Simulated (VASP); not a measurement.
# Si62P (a cell with a defect) in VASP: single point with PBE

Aim: the single point of Si62P (a cell with a defect) with PBE.

Everything below comes from runs of VASP 6.6.1. Logs are shortened: lines on timing, memory, paths and dates and some standing lists are left out, and cuts for length are marked.

## 1. The cell of the first run

The cell holds a defect, 63 atoms: a = 10.860 Å, b = 10.860 Å, c = 10.860 Å, α = 90.00°, β = 90.00°, γ = 90.00°.

## 2. Single point, PBE, collinear spin

Contents of INCAR:

```
PREC = Accurate ; ENCUT = 520
EDIFF = 1E-7 ; ISMEAR = 0
SIGMA = 0.02 ; LREAL = Auto
LASPH = True ; NELM = 150
ALGO = Normal ; ISIF = 2
LWAVE = False ; LCHARG = False
ISPIN = 2 ; MAGMOM = 0 0 0 0 0 0 0 0 0 0 0 0 0 0 0 0 0 0 0 0 0 0 0 0 0 0 0 0 0 0 0 0 0 0 0 0 0 0 0 0 0 0 0 0 0 0 0 0 0 0 0 0 0 0.15 0 0 0 0 0 0 0 0 0
LORBIT = 11 ; GGA = PE
NBANDS = 168
```

Contents of KPOINTS:

```
regular mesh
0
Gamma
  1 1 1
```

Contents of POSCAR:

```
Si62P
1.0
   10.8600000000      0.0000000000      0.0000000000
    0.0000000000     10.8600000000      0.0000000000
    0.0000000000      0.0000000000     10.8600000000
Si P
62 1
Direct
    0.5009757827      0.0003310313      0.0007748619
    0.6276075506      0.1248474217      0.1248364641
    0.7503499079      0.2520684162     -0.0024305709
    0.8757603131      0.3749631676      0.1250515654
    0.7510656538      0.0001631676      0.2497779926
    0.8761982505      0.1250525783      0.3749323204
   -0.0032622468     -0.0007462247     -0.0020088398
    0.1246494475      0.1229106814      0.1250924494
    0.2524800184      0.2481195212      0.0031916206
    0.3792984346      0.3640239411      0.1359473297
    0.4976443831      0.4948588398      0.0052453959
    0.6237543278      0.6264296501      0.1246570902
    0.7500747698      0.7503953959     -0.0008093002
    0.8768169429      0.8718817680      0.1265064457
    0.2500692449      0.0057169429      0.2534858195
    0.5042463168      0.2378181400      0.2629864641
    0.6280436464      0.3756437385      0.3751209945
    0.7503136280      0.5027744015      0.2478234807
    0.8713302026      0.6294710866      0.3763724678
    0.6141225599      0.1230798343      0.6100987109
    0.7510721915      0.2501546041      0.4999316759
    0.8767378453      0.3733939227      0.6281377532
    0.7411920810      0.0015360958      0.7416885820
    0.8711756906      0.1233371087      0.8701749540
    0.0009190608      0.4996890424      0.0004098527
    0.1275255064      0.6226738490      0.1265410681
    0.2485510129      0.7512988029      0.0015816759
    0.3748399632      0.8790357274      0.1282443831
    0.0007531308      0.2500268877      0.2498568140
    0.1248290976      0.3748207182      0.3768006446
    0.2524500921      0.4970358195      0.2516353591
    0.3757745856      0.6248129834      0.3755049724
    0.4991087477      0.7533780847      0.2519809392
    0.6143910681      0.8897068140      0.3769596685
   -0.0002939227     -0.0009046961      0.5008639963
    0.1287241252      0.1230263352      0.6224667587
    0.2503023020      0.2469297422      0.4948168508
    0.3751809392      0.3717601289      0.6209647330
    0.5011767035      0.4995674954      0.4998484346
    0.6247798343      0.6261396869      0.6248857274
    0.7415037753      0.7581873849      0.4987621547
    0.8723051565      0.8753962247      0.6247500921
    0.2537526703     -0.0010472376      0.7479839779
    0.3757698895      0.1245281768      0.8752239411
    0.4992379374      0.2479686004      0.7468474217
    0.6238945672      0.3752334254      0.8737406998
    0.7500009208      0.5009305709      0.7496786372
    0.8758625230      0.6245037753      0.8754279006
    0.0032306630      0.7489989871      0.2518355433
    0.1284139963      0.8771720074      0.3765280847
   -0.0031270718      0.5020551565      0.5011232965
    0.1253934622      0.6263175875      0.6244930939
    0.2537823204      0.7521965930      0.5011363720
    0.3823053407      0.8815486188      0.6185194291
    0.0032847145      0.2483839779      0.7509871087
    0.1276646409      0.3733283610      0.8774375691
    0.2482966851      0.4986339779      0.7487296501
    0.3744667587      0.6218976059      0.8779411602
    0.4991999079      0.7496073665      0.7506346225
    0.6248030387      0.8753076427      0.8740584715
   -0.0013309392      0.7507554328      0.7495167587
    0.1254420810      0.8755811234      0.8738990792
    0.4747304788      0.0338144567      0.4664191529
```

Potentials or basis: VASP PAW PBE potentials, release 64 (Si, P).

The run is started by

```bash
cat potpaw_PBE.64/Si/POTCAR potpaw_PBE.64/P/POTCAR > POTCAR
mpirun -np 1 vasp_gam > vasp.out
```

OUTCAR:

```text
PREC = Accurate
   ENCUT = 520
   EDIFF = 1E-7
   ISMEAR = 0
   LREAL = Auto
   LASPH = True
   NELM = 150
   ISIF = 2
   ISPIN = 2
   LORBIT = 11
   GGA = PE

 ion  position               nearest neighbor table
   1  0.501  0.000  0.001-  44 2.35  28 2.35   2 2.35  60 2.35
   2  0.628  0.125  0.125-   5 2.34   1 2.35  16 2.36   3 2.37
   3  0.750  0.252  0.998-  46 2.34   4 2.36  24 2.36   2 2.37
   4  0.876  0.375  0.125-  25 2.35  29 2.35   3 2.36  18 2.36
   5  0.751  0.000  0.250-   2 2.34   6 2.35  34 2.36  14 2.37
   6  0.876  0.125  0.375-  29 2.35   5 2.35  21 2.35  35 2.35
   7  0.997  0.999  0.998-  14 2.36  62 2.36  24 2.37   8 2.37
   8  0.125  0.123  0.125-  15 2.33   9 2.35  29 2.36   7 2.37
   9  0.252  0.248  0.003-  44 2.35   8 2.35  56 2.36  10 2.36
  10  0.379  0.364  0.136-   9 2.36  31 2.36  16 2.37  11 2.38
  11  0.498  0.495  0.005-  12 2.37  58 2.37  46 2.37  10 2.38
  12  0.624  0.626  0.125-  18 2.34  13 2.36  11 2.37  33 2.38
  13  0.750  0.750  0.999-  60 2.35  48 2.35  14 2.36  12 2.36
  14  0.877  0.872  0.127-  49 2.35  13 2.36   7 2.36   5 2.37
  15  0.250  0.006  0.253-   8 2.33  50 2.34  28 2.36
  16  0.504  0.238  0.263-  17 2.35   2 2.36  10 2.37
  17  0.628  0.376  0.375-  21 2.34  16 2.35  39 2.35  18 2.36
[... 43 lines left out ...]
  61  0.999  0.751  0.750-  48 2.35  42 2.36  62 2.36  52 2.36
  62  0.125  0.876  0.874-  27 2.35  61 2.36   7 2.36  43 2.37
  63  0.475  0.034  0.466-  20 2.38  34 2.39  54 2.54

  LATTYP: Found a simple cubic cell.
 ALAT       =    10.8600000000

  Lattice vectors:

 A1 = (  10.8600000000,   0.0000000000,   0.0000000000)
 A2 = (   0.0000000000,  10.8600000000,   0.0000000000)
 A3 = (   0.0000000000,   0.0000000000,  10.8600000000)

Analysis of symmetry for initial positions (statically):
=====================================================================
 Subroutine PRICEL returns:
 Original cell was already a primitive cell.

 Routine SETGRP: Setting up the symmetry group for a
 simple cubic supercell.

 Subroutine GETGRP returns: Found  1 space group operations
 (whereof  1 operations were pure point group operations)
 out of a pool of 48 trial point group operations.

The static configuration has the point symmetry C_1 .

Analysis of symmetry for dynamics (positions and initial velocities):
=====================================================================
 Subroutine PRICEL returns:
 Original cell was already a primitive cell.

 Routine SETGRP: Setting up the symmetry group for a
 simple cubic supercell.

 Subroutine GETGRP returns: Found  1 space group operations
 (whereof  1 operations were pure point group operations)
 out of a pool of 48 trial point group operations.

The dynamic configuration has the point symmetry C_1 .

Analysis of structural, dynamic, and magnetic symmetry:
=====================================================================
 Subroutine PRICEL returns:
 Original cell was already a primitive cell.

 Routine SETGRP: Setting up the symmetry group for a
 simple cubic supercell.

 Subroutine GETGRP returns: Found  1 space group operations
 (whereof  1 operations were pure point group operations)
 out of a pool of 48 trial point group operations.

The overall configuration has the point symmetry C_1 .

 Subroutine INISYM returns: Found  1 space group operations
 (whereof  1 operations are pure point group operations),
 and found     1 'primitive' translations

----------------------------------------------------------------------------------------

                                     Primitive cell

  volume of cell :    1280.8241

  direct lattice vectors                    reciprocal lattice vectors
    10.860000000  0.000000000  0.000000000     0.092081031  0.000000000  0.000000000
     0.000000000 10.860000000  0.000000000     0.000000000  0.092081031  0.000000000
     0.000000000  0.000000000 10.860000000     0.000000000  0.000000000  0.092081031
[... 178 lines left out ...]
   LSORBIT =      F    spin-orbit coupling
   LASPH  =      T    aspherical Exc in radial PAW
   ENCUT  =  520.0 eV  38.22 Ry    6.18 a.u.  20.19 20.19 20.19*2*pi/ulx,y,z
   NELM   =    150;   NELMIN=  2; NELMDL= -5     # of ELM steps
   EDIFF  = 0.1E-06   stopping-criterion for ELM
   LREAL  =      T    real-space projection
   EDIFFG = 0.1E-05   stopping-criterion for IOM
   NSW    =      0    number of steps for IOM
   IBRION =     -1    ionic relax: 0-MD 1-quasi-New 2-CG
   NFREE  =      0    steps in history (QN), initial steepest desc. (CG)
   ISIF   =      2    stress and relaxation
   ISYM   =      2    0-nonsym 1-usesym 2-fastsym
   POTIM  = 0.5000    time-step for ionic-motion
   TEBEG  =    0.0;   TEEND  =   0.0 temperature during run
   PSTRESS=    0.0 pullay stress
   NELECT =     253.0000    total number of electrons
   NUPDOWN=      -1.0000    fix difference up-down
   EMIN   =  10.00;   EMAX   =-10.00  energy-range for DOS
   EFERMI =   0.00;   METHOD = LEGACY
   ISMEAR =     0;   SIGMA  =   0.02  broadening in eV -4-tet -1-fermi 0-gaus
   EFERMI_NEDOS =   21; number of points for ismear=-14 and -15
   IALGO  =     38    algorithm
   IMIX   =      4    mixing-type and parameters
     AMIX     =   0.40;   BMIX     =  1.00
     AMIX_MAG =   1.60;   BMIX_MAG =  1.00
  volume/ion in A,a.u.               =      20.33       137.20
  Fermi-wavevector in a.u.,A,eV,Ry     =   0.953422  1.801706 12.367880  0.909014
  Thomas-Fermi vector in A             =   2.082076
   LORBIT       =     11    0 simple, 1 ext, 2 COOP (PROOUT), +10 PAW based schemes
   GGA     = PE    functional components
   LHFCALC =     F    Hartree Fock is set to
   AEXX    =    0.0000 exact exchange contribution
   IVDW    =     0    specifies the selected vdW correction
   LEPSILON=     F    determine dielectric tensor
   LRPA    =     F    only Hartree local field effects (RPA)
 spin polarized calculation
 Gauss-broadening in eV      SIGMA  =   0.02
  energy-cutoff  :      520.00
  volume of cell :     1280.82
 maximum number of plane-waves:     17229
 NGX is ok and might be reduce to    84
   NGX = 41   NGY = 41   NGZ = 41

 number of electron     252.9999994 magnetization       0.9999484

 Free energy of the ion-electron system (eV)
  ---------------------------------------------------
  ext. energy  EPLUGINS =         0.00000000
  ---------------------------------------------------
  free energy    TOTEN  =      -332.32686032 eV

  energy without entropy =     -332.32684917  energy(sigma->0) =     -332.32685474

 E-fermi :   6.1953     XC(G=0):  -9.3412

 val. band max:        6.1427269258   @ k =   0.0000   0.0000   0.0000
 cond. band min:       6.2479488899   @ k =   0.0000   0.0000   0.0000
 fundamental gap:      0.1052219641
 Fermi energy:         6.1953379063

 spin component 1

 k-point     1 :       0.0000    0.0000    0.0000
  band No.  band energies     occupation
      1      -6.2566      1.00000
      2      -5.5632      1.00000
      3      -5.1404      1.00000
      4      -5.1321      1.00000
      5      -5.1269      1.00000
      6      -5.1230      1.00000
[... 130 lines left out ...]
    137       6.8658      0.00000
    138       6.9191      0.00000
 Fermi energy:         6.1953379063

 spin component 2

 k-point     1 :       0.0000    0.0000    0.0000
  band No.  band energies     occupation
      1      -6.2429      1.00000
      2      -5.5486      1.00000
      3      -5.1321      1.00000
      4      -5.1175      1.00000
      5      -5.1155      1.00000
      6      -5.1081      1.00000
[... 130 lines left out ...]
    137       6.8752      0.00000
    138       6.9381      0.00000
 [bands above 138 left out]

------------------------ aborting loop because EDIFF is reached ----------------------------------------

  FORCE on cell =-STRESS in cart. coord.  units (eV):
  Direction    XX          YY          ZZ          XY          YZ          ZX
  --------------------------------------------------------------------------------------
  -------------------------------------------------------------------------------------
  Total       15.1502553     10.0491238      9.5198931     -0.7620003     -3.0152358      1.8297454
  in kB       18.9513895     12.5704059     11.9083935     -0.9531830     -3.7717456      2.2888206
  external PRESSURE =      14.4767296 kB  Pullay stress =       0.0000000 kB

 VOLUME and BASIS-vectors are now :
 -----------------------------------------------------------------------------
  energy-cutoff  :      520.00
  volume of cell :     1280.82
      direct lattice vectors                 reciprocal lattice vectors
    10.860000000  0.000000000  0.000000000     0.092081031  0.000000000  0.000000000
     0.000000000 10.860000000  0.000000000     0.000000000  0.092081031  0.000000000
     0.000000000  0.000000000 10.860000000     0.000000000  0.000000000  0.092081031

 POSITION                                       TOTAL-FORCE (eV/Angst)
 -----------------------------------------------------------------------------------
      5.44060      0.00359      0.00842        -0.005717      0.013861     -0.002528
      6.81582      1.35584      1.35572        -0.030031      0.010334      0.016497
      8.14880      2.73746     10.83360        -0.010297     -0.007201     -0.001577
      9.51076      4.07210      1.35806        -0.031154      0.010830     -0.010536
      8.15657      0.00177      2.71259        -0.006878      0.011524      0.008477
      9.51551      1.35807      4.07176        -0.001288      0.005443     -0.006730
[... 55 lines left out ...]
      1.36230      9.50881      9.49054         0.011781      0.010036     -0.002728
      5.15557      0.36722      5.06531         0.487912     -0.883786      0.882465
 -----------------------------------------------------------------------------------
    total drift:                                0.015390      0.017038     -0.017877

  FREE ENERGIE OF THE ION-ELECTRON SYSTEM (eV)
  ---------------------------------------------------
  free  energy   TOTEN  =      -332.3268603157 eV

  energy  without entropy=     -332.3268491669  energy(sigma->0) =     -332.32685474

 total charge

# of ion       s       p       d       tot
------------------------------------------
    1        0.739   0.959   0.000   1.698
    2        0.742   0.948   0.000   1.690
    3        0.743   0.948   0.000   1.691
    4        0.738   0.958   0.000   1.697
    5        0.740   0.957   0.000   1.697
    6        0.738   0.961   0.000   1.699
[... 55 lines left out ...]
   62        0.739   0.952   0.000   1.691
   63        1.121   1.310   0.000   2.431
--------------------------------------------------
tot         47.138  59.864   0.000 107.002

 magnetization (x)

# of ion       s       p       d       tot
------------------------------------------
    1       -0.000  -0.000   0.000  -0.001
    2        0.001   0.007   0.000   0.008
    3        0.002   0.013   0.000   0.014
    4        0.000   0.001   0.000   0.002
    5       -0.000   0.000   0.000   0.000
    6       -0.000  -0.001   0.000  -0.001
[... 55 lines left out ...]
   62        0.000   0.004   0.000   0.004
   63        0.003  -0.005   0.000  -0.002
--------------------------------------------------
tot          0.068   0.306   0.000   0.373
```

It took 22 min on 1 thread of Intel Xeon 8259CL, shared host; peak memory 1.5 GiB.

Results:

| Property | Result |
| --- | --- |
| Free energy | -332.3269 eV |
| Pressure | 1.4 GPa |
| Largest force | 1.341 eV/Å |
| Net moment | 1.00 μB per cell |
| Site moments | Si -0.00, +0.01, +0.00, +0.06, +0.12, +0.02, +0.03 (each value once); P -0.00 μB |
| Valence electrons inside the program's atomic spheres | Si 1.70, 1.69, 1.68, 1.65, 1.64 (each value once); P 2.43 |

Forces in eV/Å, atoms in the order of the input:
```
Si  -0.006  0.014 -0.003
Si  -0.030  0.010  0.016
Si  -0.010 -0.007 -0.002
Si  -0.031  0.011 -0.011
Si  -0.007  0.012  0.008
Si  -0.001  0.005 -0.007
Si  -0.014  0.008 -0.023
Si  -0.053  0.025 -0.044
Si   0.000  0.005 -0.012
Si  -0.003  0.075 -0.077
Si  -0.009  0.070 -0.070
Si  -0.020  0.010 -0.002
Si   0.001 -0.006  0.003
Si  -0.022  0.027 -0.007
Si  -0.126  0.041 -0.068
Si  -0.073  0.112 -0.099
Si  -0.024 -0.010 -0.010
Si  -0.012  0.008  0.002
Si   0.005 -0.001 -0.023
Si   0.066 -0.040  0.077
Si  -0.008 -0.011 -0.011
Si  -0.025  0.005 -0.028
Si   0.051 -0.023  0.050
Si   0.003  0.017 -0.005
Si   0.001  0.004 -0.004
Si  -0.011  0.013 -0.004
Si   0.005  0.011  0.009
Si  -0.008  0.041  0.019
Si  -0.023  0.011 -0.016
Si  -0.051  0.044 -0.028
Si   0.001  0.015 -0.011
Si  -0.010  0.005 -0.006
Si  -0.005  0.008 -0.002
Si   0.068 -0.080  0.039
Si  -0.012  0.003 -0.005
Si  -0.024  0.008 -0.007
Si  -0.125  0.073 -0.039
Si  -0.003 -0.018 -0.040
Si  -0.003  0.005 -0.011
Si   0.000 -0.009  0.002
Si   0.056 -0.054  0.027
Si   0.016 -0.008  0.010
Si  -0.003  0.024 -0.014
Si  -0.010  0.005 -0.005
Si  -0.002  0.000 -0.006
Si  -0.018 -0.001 -0.008
Si   0.000 -0.004  0.005
Si  -0.003  0.000 -0.002
Si  -0.009  0.009 -0.016
Si  -0.029  0.001 -0.014
Si  -0.012  0.023 -0.002
Si   0.011  0.006 -0.008
Si  -0.003  0.016 -0.024
Si   0.033  0.194 -0.194
Si  -0.007  0.018 -0.012
Si  -0.009  0.001 -0.011
Si   0.002 -0.009 -0.014
Si  -0.002  0.076 -0.078
Si   0.025  0.088 -0.086
Si   0.001  0.001  0.013
Si   0.017 -0.005  0.007
Si   0.012  0.010 -0.003
P    0.488 -0.884  0.882
```

Caveat: the k points lie up to 0.58 Å⁻¹ apart.
